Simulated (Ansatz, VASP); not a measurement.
# NiO: VASP beside Ansatz

```
Ni O
1.0
     0.00000    2.10819    2.10819
     2.10819    0.00000    2.10819
     2.10819    2.10819    0.00000
Ni O
1 1
Direct
  0.00000 0.00000 0.00000
  0.50000 0.50000 0.50000
```

Alike in both runs: functional PBE; k mesh 18 × 18 × 18; occupations gaussian, width 0.1 eV; collinear spin.

Ansatz relaxed the structure, and its values are those at the end. VASP's run is a single point on that final structure, the one shown.

|  | VASP | Ansatz |
| --- | --- | --- |
| version | VASP 6.6.1 | Ansatz 0.2.0 |
| potentials or method | VASP PAW PBE potentials, release 64 (Ni, O), cutoff 520 eV | scalar-relativistic, plane waves, PAW |
| valence electrons in the cell | 16 | 24 |

VASP gave:

* gap on the k mesh at the Fermi level (eV): none
* pressure (GPa): -0.4
* net moment per atom (μB): 0.88
* size of the moment on the site where the two differ most (μB): 0.27

Question: What did Ansatz give for the same quantities?

Answer: gap on the k mesh at the Fermi level (eV): none; pressure (GPa): 0.0; net moment per atom (μB): 0.90; size of the moment on the site where the two differ most (μB): 0.29.

Site moments also hang on the region over which each program counts them. A gap of «none» marks a metal or a gap that the smearing closes. VASP's potentials hold 16 valence electrons a cell and Ansatz's 24, so a difference there can come from the potentials and not from the codes.
